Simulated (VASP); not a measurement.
# PtSe2 (Sudovikovite) (P-3m1) in VASP: single point with PBEsol

Aim: the single point of PtSe2 (Sudovikovite) with PBEsol.

All numbers are computed with VASP 6.6.1; they aren't measurements. Logs are shortened: lines on timing, memory, paths and dates and some standing lists are left out, and cuts for length are marked.

## 1. The cell of the first run

Symmetry: P-3m1, No. 164, trigonal system. The conventional cell has a = 3.724 Å, b = 3.724 Å, c = 5.062 Å, α = 90.00°, β = 90.00°, γ = 120.00°. Within 3.3 Å of Pt (site symmetry -3m) lie 6 Se at 2.49 Å. Se (site symmetry 3m) has 3 Pt at 2.49 Å within 3.3 Å.

## 2. Single point, PBEsol

Input file INCAR:

```
SYSTEM = PtSe2
ALGO = Normal
EDIFF = 1E-6
ENCUT = 500
GGA = PS
GGA_COMPAT = .FALSE.
ISIF = 2
ISMEAR = -1
LASPH = .TRUE.
LCHARG = .FALSE.
LREAL = .FALSE.
LWAVE = .FALSE.
NBANDS = 18
NELM = 120
PREC = Accurate
SIGMA = 0.05
```

Input file KPOINTS:

```
k-points
0
G
  5 5 4
  0 0 0
```

Input file POSCAR:

```
PtSe2
1.0
    3.7240000000      0.0000000000      0.0000000000
   -1.8620000000      3.2250786000      0.0000000000
    0.0000000000      0.0000000000      5.0620000000
Pt Se
1 2
Direct
    0.0000000000      0.0000000000      0.0000000000
    0.3333333333      0.6666666667      0.2500000000
    0.6666666667      0.3333333333      0.7500000000
```

Potentials or basis: VASP PAW PBE potentials, release 64 (Pt, Se).

Launch:

```sh
cat potpaw_PBE.64/Pt/POTCAR potpaw_PBE.64/Se/POTCAR > POTCAR
mpirun -np 1 vasp_std > vasp.out
```

OUTCAR:

```text
SYSTEM = PtSe2
   EDIFF = 1E-6
   ENCUT = 500
   GGA = PS
   ISIF = 2
   ISMEAR = -1
   LASPH = .TRUE.
   LREAL = .FALSE.
   NELM = 120
   PREC = Accurate

 ion  position               nearest neighbor table
   1  0.000  0.000  0.000-   2 2.49   3 2.49   3 2.49   2 2.49   3 2.49   2 2.49
   2  0.333  0.667  0.250-   1 2.49   1 2.49   1 2.49
   3  0.667  0.333  0.750-   1 2.49   1 2.49   1 2.49

  LATTYP: Found a hexagonal cell.
 ALAT       =     3.7240000000
 C/A-ratio  =     1.3592910849

  Lattice vectors:

 A1 = (   3.7240000000,   0.0000000000,   0.0000000000)
 A2 = (  -1.8620000000,   3.2250786000,   0.0000000000)
 A3 = (   0.0000000000,   0.0000000000,   5.0620000000)

Analysis of symmetry for initial positions (statically):
=====================================================================
 Subroutine PRICEL returns:
 Original cell was already a primitive cell.

 Routine SETGRP: Setting up the symmetry group for a
 hexagonal supercell.

 Subroutine GETGRP returns: Found 12 space group operations
 (whereof 12 operations were pure point group operations)
 out of a pool of 24 trial point group operations.

The static configuration has the point symmetry D_3d.

Analysis of symmetry for dynamics (positions and initial velocities):
=====================================================================
 Subroutine PRICEL returns:
 Original cell was already a primitive cell.

 Routine SETGRP: Setting up the symmetry group for a
 hexagonal supercell.

 Subroutine GETGRP returns: Found 12 space group operations
 (whereof 12 operations were pure point group operations)
 out of a pool of 24 trial point group operations.

The dynamic configuration has the point symmetry D_3d.

 Subroutine INISYM returns: Found 12 space group operations
 (whereof 12 operations are pure point group operations),
 and found     1 'primitive' translations

----------------------------------------------------------------------------------------

                                     Primitive cell

  volume of cell :      60.7956

  direct lattice vectors                    reciprocal lattice vectors
     3.724000000  0.000000000  0.000000000     0.268528464  0.155034981  0.000000000
[... 75 lines left out ...]
   LNONCOLLINEAR =      F non collinear calculations
   LSORBIT =      F    spin-orbit coupling
   LASPH  =      T    aspherical Exc in radial PAW
   ENCUT  =  500.0 eV  36.75 Ry    6.06 a.u.   6.79  6.79  9.23*2*pi/ulx,y,z
   NELM   =    120;   NELMIN=  2; NELMDL= -5     # of ELM steps
   EDIFF  = 0.1E-05   stopping-criterion for ELM
   LREAL  =      F    real-space projection
   EDIFFG = 0.1E-04   stopping-criterion for IOM
   NSW    =      0    number of steps for IOM
   IBRION =     -1    ionic relax: 0-MD 1-quasi-New 2-CG
   NFREE  =      0    steps in history (QN), initial steepest desc. (CG)
   ISIF   =      2    stress and relaxation
   ISYM   =      2    0-nonsym 1-usesym 2-fastsym
   POTIM  = 0.5000    time-step for ionic-motion
   TEBEG  =    0.0;   TEEND  =   0.0 temperature during run
   PSTRESS=    0.0 pullay stress
   NELECT =      22.0000    total number of electrons
   NUPDOWN=      -1.0000    fix difference up-down
   EMIN   =  10.00;   EMAX   =-10.00  energy-range for DOS
   EFERMI =   0.00;   METHOD = LEGACY
   ISMEAR =    -1;   SIGMA  =   0.05  broadening in eV -4-tet -1-fermi 0-gaus
   EFERMI_NEDOS =   21; number of points for ismear=-14 and -15
   IALGO  =     38    algorithm
   IMIX   =      4    mixing-type and parameters
     AMIX     =   0.40;   BMIX     =  1.00
     AMIX_MAG =   1.60;   BMIX_MAG =  1.00
  volume/ion in A,a.u.               =      20.27       136.76
  Fermi-wavevector in a.u.,A,eV,Ry     =   1.166608  2.204570 18.517184  1.360975
  Thomas-Fermi vector in A             =   2.303119
   LORBIT       =      0    0 simple, 1 ext, 2 COOP (PROOUT), +10 PAW based schemes
   GGA     = PS    functional components
   LHFCALC =     F    Hartree Fock is set to
   AEXX    =    0.0000 exact exchange contribution
   IVDW    =     0    specifies the selected vdW correction
   LEPSILON=     F    determine dielectric tensor
   LRPA    =     F    only Hartree local field effects (RPA)
 non-spin polarized calculation
  energy-cutoff  :      500.00
  volume of cell :       60.80
 maximum number of plane-waves:      1566
 NGX is ok and might be reduce to    28
   NGX = 13   NGY = 13   NGZ = 19

 number of electron      21.9999999 magnetization

 Free energy of the ion-electron system (eV)
  ---------------------------------------------------
  ext. energy  EPLUGINS =         0.00000000
  ---------------------------------------------------
  free energy    TOTEN  =       -15.89867387 eV

  energy without entropy =      -15.89430480  energy(sigma->0) =      -15.89648934

 E-fermi :   6.5560     XC(G=0): -10.8055

 val. band max:        6.3804040731   @ k =   0.0000   0.2000   0.2500
 cond. band min:       6.6337751953   @ k =   0.4000   0.2000   0.0000
 fundamental gap:      0.2533711222
 Fermi energy:         6.5560431370

 k-point     1 :       0.0000    0.0000    0.0000
  band No.  band energies     occupation
      1      -9.3375      2.00000
      2      -6.4940      2.00000
      3      -0.8309      2.00000
      4      -0.1067      2.00000
      5      -0.1067      2.00000
      6       2.3695      2.00000
[... 334 lines left out ...]
      5       0.9665      2.00000
      6       1.2341      2.00000
[... 10 lines left out ...]
     17      14.5530      0.00000
     18      15.9229      0.00000

------------------------ aborting loop because EDIFF is reached ----------------------------------------

  FORCE on cell =-STRESS in cart. coord.  units (eV):
  Direction    XX          YY          ZZ          XY          YZ          ZX
  --------------------------------------------------------------------------------------
  -------------------------------------------------------------------------------------
  Total        1.0595726      1.0595726      0.3152674      0.0000000     -0.0000000      0.0000000
  in kB       27.9234579     27.9234578      8.3084015      0.0000000     -0.0000000      0.0000000
  external PRESSURE =      21.3851057 kB  Pullay stress =       0.0000000 kB

 VOLUME and BASIS-vectors are now :
 -----------------------------------------------------------------------------
  energy-cutoff  :      500.00
  volume of cell :       60.80
      direct lattice vectors                 reciprocal lattice vectors
     3.724000000  0.000000000  0.000000000     0.268528464  0.155034981  0.000000000
    -1.862000000  3.225078600  0.000000000     0.000000000  0.310069962  0.000000000
     0.000000000  0.000000000  5.062000000     0.000000000  0.000000000  0.197550375

 POSITION                                       TOTAL-FORCE (eV/Angst)
 -----------------------------------------------------------------------------------
      0.00000      0.00000      0.00000         0.000000      0.000000      0.000000
     -0.00000      2.15005      1.26550         0.000000     -0.000000      0.243838
      1.86200      1.07503      3.79650        -0.000000      0.000000     -0.243838
 -----------------------------------------------------------------------------------
    total drift:                               -0.000000     -0.000000     -0.000000

  FREE ENERGIE OF THE ION-ELECTRON SYSTEM (eV)
  ---------------------------------------------------
  free  energy   TOTEN  =       -15.8986738746 eV

  energy  without entropy=      -15.8943048021  energy(sigma->0) =      -15.89648934
```

OSZICAR:

```text
N       E                     dE             d eps       ncg     rms          rms(c)
DAV:   1     0.103843675193E+03    0.10384E+03   -0.96861E+03   612   0.104E+03
DAV:   2    -0.118931507850E+02   -0.11574E+03   -0.11213E+03   746   0.207E+02
DAV:   3    -0.167285829048E+02   -0.48354E+01   -0.48043E+01   738   0.423E+01
DAV:   4    -0.167653521352E+02   -0.36769E-01   -0.36756E-01   760   0.403E+00
DAV:   5    -0.167657296505E+02   -0.37752E-03   -0.37751E-03   732   0.395E-01    0.133E+01
DAV:   6    -0.161337968444E+02    0.63193E+00   -0.45102E+00   638   0.189E+01    0.781E+00
DAV:   7    -0.159273332130E+02    0.20646E+00   -0.86027E-01   634   0.895E+00    0.393E+00
DAV:   8    -0.159013787757E+02    0.25954E-01   -0.53969E-02   668   0.164E+00    0.801E-01
DAV:   9    -0.158986156873E+02    0.27631E-02   -0.70791E-03   676   0.781E-01    0.182E-01
DAV:  10    -0.158986764007E+02   -0.60713E-04   -0.10974E-03   684   0.208E-01    0.397E-02
DAV:  11    -0.158986737022E+02    0.26985E-05   -0.48207E-05   770   0.588E-02    0.249E-02
DAV:  12    -0.158986738746E+02   -0.17239E-06   -0.51935E-06   680   0.154E-02
   1 F= -.15898674E+02 E0= -.15896489E+02  d E =-.436907E-02
```

Run time: 8.2 s. Hardware: 1 thread of Intel Xeon 6975P-C (Granite Rapids), shared host; peak memory 0.18 GiB.

Results:

| Item | Value |
| --- | --- |
| Free energy | -15.8987 eV |
| Pressure | 2.1 GPa |
| Largest force | 0.244 eV/Å |
| Band gap on the k mesh | zero (band 11 reaches 6.82 eV, above the bottom of band 12 at 6.63 eV) |

Forces in eV/Å, atoms in the order of the input:
```
Pt   0.000  0.000  0.000
Se   0.000  0.000  0.244
Se   0.000  0.000 -0.244
```

Caveat: the k points lie up to 0.39 Å⁻¹ apart; the PAW data sets were made with another functional, which shifts forces and pressure a little; spin-orbit coupling is left out, which moves the levels of the heavy elements.
